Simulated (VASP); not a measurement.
# BN (Fmm2) in VASP: notebook

The runs below take BN through single point, relaxation of the atoms, with r2SCAN.

Program: VASP 6.6.1. These are calculated values, not measurements. Logs are shortened: lines on timing, memory, paths and dates and some standing lists are left out, and cuts for length are marked.

## (1) The cell of the first run

It takes space group Fmm2 (No. 42, orthorhombic). The conventional cell has a = 2.577 Å, b = 7.174 Å, c = 4.459 Å, α = 90.00°, β = 90.00°, γ = 90.00°. B (site symmetry mm2) has 3 N at 1.49 Å within 2.0 Å. N (site symmetry mm2) has 3 B at 1.49 Å within 2.0 Å.

## (2) Single point, r2SCAN

POSCAR

```
BN
1.0
    2.5766444250      0.0000000000      0.0000000000
    0.0000000000      7.1737995637      0.0000000000
    0.0000000000      0.0000000000      4.4587637214
B N
4 4
Direct
    0.5000000000      0.0000000000      0.5000732539
    0.5000000000      0.5000000000      0.0000732539
    0.0000000000      0.0000000000      0.0000732539
    0.0000000000      0.5000000000      0.5000732539
    0.5000000000      0.0000000000      0.1666267361
    0.5000000000      0.5000000000      0.6666267361
    0.0000000000      0.0000000000      0.6666267361
    0.0000000000      0.5000000000      0.1666267361
```

INCAR.step1

```
ALGO = Normal
EDIFF = 1E-4
ENCUT = 520
GGA = PE
ISMEAR = 0
LASPH = True
LCHARG = False
LREAL = False
LWAVE = True
NBANDS = 26
NELM = 100
PREC = Accurate
SIGMA = 0.02
```

INCAR.step2

```
ALGO = Normal
EDIFF = 1E-7
ENCUT = 520
ISIF = 2
ISMEAR = 0
ISTART = 1
LASPH = True
LCHARG = False
LMIXTAU = True
LREAL = False
LWAVE = False
METAGGA = R2SCAN
NBANDS = 26
NELM = 100
PREC = Accurate
SIGMA = 0.02
```

KPOINTS

```
k-points
0
Gamma
  10 4 6
```

Potentials or basis: VASP PAW PBE potentials, release 64 (B, N).

On the command line:

```
> cat potpaw_PBE.64/B/POTCAR potpaw_PBE.64/N/POTCAR > POTCAR
> cp INCAR.step1 INCAR
> mpirun -np 1 vasp_std > vasp.out
> cp INCAR.step2 INCAR
> mpirun -np 1 vasp_std > vasp.out
```

OUTCAR:

```text
EDIFF = 1E-7
   ENCUT = 520
   ISIF = 2
   ISMEAR = 0
   ISTART = 1
   LASPH = True
   LREAL = False
   METAGGA = R2SCAN
   NELM = 100
   PREC = Accurate

 ion  position               nearest neighbor table
   1  0.500  0.000  0.500-   5 1.49   7 1.49   7 1.49
   2  0.500  0.500  0.000-   6 1.49   8 1.49   8 1.49
   3  0.000  0.000  0.000-   7 1.49   5 1.49   5 1.49
   4  0.000  0.500  0.500-   8 1.49   6 1.49   6 1.49
   5  0.500  0.000  0.167-   1 1.49   3 1.49   3 1.49
   6  0.500  0.500  0.667-   2 1.49   4 1.49   4 1.49
   7  0.000  0.000  0.667-   3 1.49   1 1.49   1 1.49
   8  0.000  0.500  0.167-   4 1.49   2 1.49   2 1.49

  LATTYP: Found a simple orthorhombic cell.
 ALAT       =     2.5766444250
 B/A-ratio  =     1.7304536389
 C/A-ratio  =     2.7841635788

  Lattice vectors:

 A1 = (  -2.5766444250,   0.0000000000,   0.0000000000)
 A2 = (   0.0000000000,   0.0000000000,   4.4587637214)
 A3 = (   0.0000000000,   7.1737995637,   0.0000000000)

Analysis of symmetry for initial positions (statically):
=====================================================================
 Subroutine PRICEL returns following result:

  LATTYP: Found a face centered orthorhombic cell.
 ALAT       =     2.5766444250
 B/A-ratio  =     1.7304536389
 C/A-ratio  =     2.7841635788

  Lattice vectors:

 A1 = (   0.0000000000,  -3.5868997819,   2.2293818607)
 A2 = (   1.2883222125,  -3.5868997819,   0.0000000000)
 A3 = (   1.2883222125,   0.0000000000,   2.2293818607)

   4 primitive cells build up your supercell.

 Routine SETGRP: Setting up the symmetry group for a
 simple orthorhombic supercell.

 Subroutine GETGRP returns: Found  4 space group operations
 (whereof  4 operations were pure point group operations)
 out of a pool of  8 trial point group operations.

The static configuration has the point symmetry C_2v.

Analysis of symmetry for dynamics (positions and initial velocities):
=====================================================================
 Subroutine PRICEL returns following result:

  LATTYP: Found a face centered orthorhombic cell.
 ALAT       =     2.5766444250
[... 117 lines left out ...]
   NELM   =    100;   NELMIN=  2; NELMDL=  0     # of ELM steps
   EDIFF  = 0.1E-06   stopping-criterion for ELM
   LREAL  =      F    real-space projection
   EDIFFG = 0.1E-05   stopping-criterion for IOM
   NSW    =      0    number of steps for IOM
   IBRION =     -1    ionic relax: 0-MD 1-quasi-New 2-CG
   NFREE  =      0    steps in history (QN), initial steepest desc. (CG)
   ISIF   =      2    stress and relaxation
   ISYM   =      2    0-nonsym 1-usesym 2-fastsym
   POTIM  = 0.5000    time-step for ionic-motion
   TEBEG  =    0.0;   TEEND  =   0.0 temperature during run
   PSTRESS=    0.0 pullay stress
   NELECT =      32.0000    total number of electrons
   NUPDOWN=      -1.0000    fix difference up-down
   EMIN   =  10.00;   EMAX   =-10.00  energy-range for DOS
   EFERMI =   0.00;   METHOD = LEGACY
   ISMEAR =     0;   SIGMA  =   0.02  broadening in eV -4-tet -1-fermi 0-gaus
   EFERMI_NEDOS =   21; number of points for ismear=-14 and -15
   IALGO  =     38    algorithm
   IMIX   =      4    mixing-type and parameters
     AMIX     =   0.40;   BMIX     =  1.00
     AMIX_MAG =   1.60;   BMIX_MAG =  1.00
  volume/ion in A,a.u.               =      10.30        69.52
  Fermi-wavevector in a.u.,A,eV,Ry     =   1.194315  2.256927 19.407180  1.426387
  Thomas-Fermi vector in A             =   2.330308
   LORBIT       =      0    0 simple, 1 ext, 2 COOP (PROOUT), +10 PAW based schemes
   METAGGA = R2SCAN    functional components
   LHFCALC =     F    Hartree Fock is set to
   AEXX    =    0.0000 exact exchange contribution
   IVDW    =     0    specifies the selected vdW correction
   LEPSILON=     F    determine dielectric tensor
   LRPA    =     F    only Hartree local field effects (RPA)
 non-spin polarized calculation
 Gauss-broadening in eV      SIGMA  =   0.02
  energy-cutoff  :      520.00
  volume of cell :       82.42
 maximum number of plane-waves:      2264
 NGX is ok and might be reduce to    20
   NGX =  9   NGY = 27   NGZ = 17

 number of electron      31.9999997 magnetization

 Free energy of the ion-electron system (eV)
  ---------------------------------------------------
  ext. energy  EPLUGINS =         0.00000000
  ---------------------------------------------------
  free energy    TOTEN  =       -76.78620654 eV

  energy without entropy =      -76.78620654  energy(sigma->0) =      -76.78620654

 E-fermi :   1.3793     XC(G=0): -10.0399

 val. band max:        1.2394695688   @ k =   0.3000   0.0000   0.0000
 cond. band min:       5.4552077104   @ k =   0.0000   0.0000   0.0000
 fundamental gap:      4.2157381416
 Fermi energy:         1.3792671777

 k-point     1 :       0.0000    0.0000    0.0000
  band No.  band energies     occupation
      1     -17.1450      2.00000
      2     -16.9841      2.00000
      3     -14.1767      2.00000
      4     -14.0910      2.00000
      5      -7.8880      2.00000
      6      -7.7225      2.00000
[... 685 lines left out ...]
     25      14.3072      0.00000
     26      14.3072      0.00000

 [... further k-points ...]

------------------------ aborting loop because EDIFF is reached ----------------------------------------

  FORCE on cell =-STRESS in cart. coord.  units (eV):
  Direction    XX          YY          ZZ          XY          YZ          ZX
  --------------------------------------------------------------------------------------
  -------------------------------------------------------------------------------------
  Total      -13.4783331     -0.3385304    -13.4545650      0.0000000      0.0000000      0.0000000
  in kB     -262.0164625     -6.5809726   -261.5544164      0.0000000      0.0000000      0.0000000
  external PRESSURE =    -176.7172838 kB  Pullay stress =       0.0000000 kB

 VOLUME and BASIS-vectors are now :
 -----------------------------------------------------------------------------
  energy-cutoff  :      520.00
  volume of cell :       82.42
      direct lattice vectors                 reciprocal lattice vectors
     2.576644425  0.000000000  0.000000000     0.388101668  0.000000000  0.000000000
     0.000000000  7.173799564  0.000000000     0.000000000  0.139396144  0.000000000
     0.000000000  0.000000000  4.458763721     0.000000000  0.000000000  0.224277415

 POSITION                                       TOTAL-FORCE (eV/Angst)
 -----------------------------------------------------------------------------------
      1.28832      0.00000      2.22971        -0.000000      0.000000     -0.001382
      1.28832      3.58690      0.00033        -0.000000      0.000000     -0.001382
      0.00000      0.00000      0.00033        -0.000000      0.000000     -0.001382
      0.00000      3.58690      2.22971         0.000000      0.000000     -0.001382
      1.28832      0.00000      0.74295         0.000000     -0.000000      0.001382
      1.28832      3.58690      2.97233         0.000000     -0.000000      0.001382
      0.00000      0.00000      2.97233         0.000000     -0.000000      0.001382
      0.00000      3.58690      0.74295         0.000000      0.000000      0.001382
 -----------------------------------------------------------------------------------
    total drift:                                0.000000      0.000000     -0.000494

  FREE ENERGIE OF THE ION-ELECTRON SYSTEM (eV)
  ---------------------------------------------------
  free  energy   TOTEN  =       -76.7862065395 eV

  energy  without entropy=      -76.7862065395  energy(sigma->0) =      -76.78620654
```

OUTCAR.step1:

```text
EDIFF = 1E-4
   ENCUT = 520
   GGA = PE
   ISMEAR = 0
[... 955 lines left out ...]
      1.28832      0.00000      0.74295        -0.000000     -0.000000      0.000186
      1.28832      3.58690      2.97233        -0.000000     -0.000000      0.000186
      0.00000      0.00000      2.97233         0.000000     -0.000000      0.000186
      0.00000      3.58690      0.74295         0.000000     -0.000000      0.000186
 -----------------------------------------------------------------------------------
    total drift:                                0.000000      0.000000     -0.000617

  FREE ENERGIE OF THE ION-ELECTRON SYSTEM (eV)
  ---------------------------------------------------
  free  energy   TOTEN  =       -70.0918473449 eV

  energy  without entropy=      -70.0918473449  energy(sigma->0) =      -70.09184734
```

It took 4 min on 1 thread of Intel Xeon 6975P-C (Granite Rapids), shared host; peak memory 0.26 GiB.

What came out:

| Property | Result |
| --- | --- |
| Free energy | -76.7862 eV |
| Pressure | -17.7 GPa |
| Band gap on the k mesh | 4.22 eV |

Levels at points of the mesh, in eV from the valence-band top:
```tsv
k point	band 14	band 15	band 16	band 17	band 18	band 19
(0.00, 0.00, 0.00)	-1.58	-1.40	-0.53	4.22	4.99	6.14
(0.50, 0.00, 0.00)	-1.56	-0.79	-0.79	5.87	5.87	6.15
(0.00, 0.50, 0.00)	-1.58	-0.99	-0.99	5.02	5.02	6.98
(0.50, 0.50, 0.00)	-1.18	-1.18	-1.18	5.92	5.92	5.92
(0.00, 0.00, 0.50)	-3.13	-2.87	-2.87	6.86	6.86	8.30
(0.50, 0.00, 0.50)	-1.02	-1.02	-1.02	5.18	5.18	5.18
(0.00, 0.50, 0.50)	-3.15	-3.15	-3.15	7.93	7.93	7.93
(0.50, 0.50, 0.50)	-0.99	-0.99	-0.99	5.00	5.00	5.00
```

Caveat: the stress differs along the axes, from -26 to -1 GPa; the PAW data sets were made with another functional, which shifts forces and pressure a little.

## (3) Relaxation of the atoms, r2SCAN (equal strain along all axes, cell held: +3.0 %)

POSCAR is that of step 2.

INCAR.step1

```
SYSTEM = BN
ALGO = Normal
EDIFF = 1E-4
ENCUT = 520
GGA = PE
ISMEAR = 0
KPAR = 2
LASPH = .True.
LCHARG = .False.
LREAL = .False.
LWAVE = .True.
NELM = 60
PREC = Accurate
SIGMA = 0.02
```

INCAR.step2

```
SYSTEM = BN
ALGO = Normal
EDIFF = 1E-6
EDIFFG = -0.008
ENCUT = 520
IBRION = 2
ISIF = 2
ISMEAR = 0
ISTART = 1
KPAR = 2
LASPH = .True.
LCHARG = .False.
LMIXTAU = .True.
LREAL = .False.
LWAVE = .False.
METAGGA = R2SCAN
NELM = 60
NSW = 60
PREC = Accurate
SIGMA = 0.02
```

KPOINTS

```
k-points
0
Gamma
  10 4 6
  0 0 0
```

Potentials or basis: VASP PAW PBE potentials, release 64 (B, N).

On the command line:

```
> cat potpaw_PBE.64/B/POTCAR potpaw_PBE.64/N/POTCAR > POTCAR
> cp INCAR.step1 INCAR
> mpirun -np 2 vasp_std > vasp.out
> cp INCAR.step2 INCAR
> mpirun -np 2 vasp_std > vasp.out
```

It took 2.2 min on 2 MPI ranks of AMD EPYC 9R45 (Zen 5), shared host; peak memory 0.23 GiB.

The run converged. Its results:

| Quantity | Value |
| --- | --- |
| Free energy | -76.7862 eV |
| Pressure after relaxing | -17.7 GPa |
| Band gap on the k mesh | 4.22 eV |

Stress tensor (GPa, compression positive):
```
-26.20   0.00   0.00
  0.00  -0.67   0.00
  0.00   0.00 -26.16
```

Final structure:
```
CELL_PARAMETERS angstrom
2.57664 0.00000 0.00000
0.00000 7.17380 0.00000
0.00000 0.00000 4.45876
ATOMIC_POSITIONS crystal
B 0.50000 0.00000 0.50007
B 0.50000 0.50000 0.00007
B 0.00000 0.00000 0.00007
B 0.00000 0.50000 0.50007
N 0.50000 0.00000 0.16663
N 0.50000 0.50000 0.66663
N 0.00000 0.00000 0.66663
N 0.00000 0.50000 0.16663
```

Levels at points of the mesh, in eV from the valence-band top:
```csv
k point,band 14,band 15,band 16,band 17,band 18,band 19
"(0.00, 0.00, 0.00)",-1.58,-1.40,-0.53,4.22,4.99,6.14
"(0.50, 0.00, 0.00)",-1.56,-0.79,-0.79,5.87,5.87,6.15
"(0.00, 0.50, 0.00)",-1.58,-0.99,-0.99,5.02,5.02,6.98
"(0.50, 0.50, 0.00)",-1.18,-1.18,-1.18,5.92,5.92,5.92
"(0.00, 0.00, 0.50)",-3.13,-2.87,-2.87,6.86,6.86,8.30
"(0.50, 0.00, 0.50)",-1.02,-1.02,-1.02,5.18,5.18,5.18
"(0.00, 0.50, 0.50)",-3.15,-3.15,-3.15,7.93,7.93,7.93
"(0.50, 0.50, 0.50)",-0.99,-0.99,-0.99,5.00,5.00,5.00
```

Caveat: the cell differs from its parent crystal (equal strain along all axes, cell held: +3.0 %); the PAW data sets were made with another functional, which shifts forces and pressure a little. A k mesh can miss the band edges.
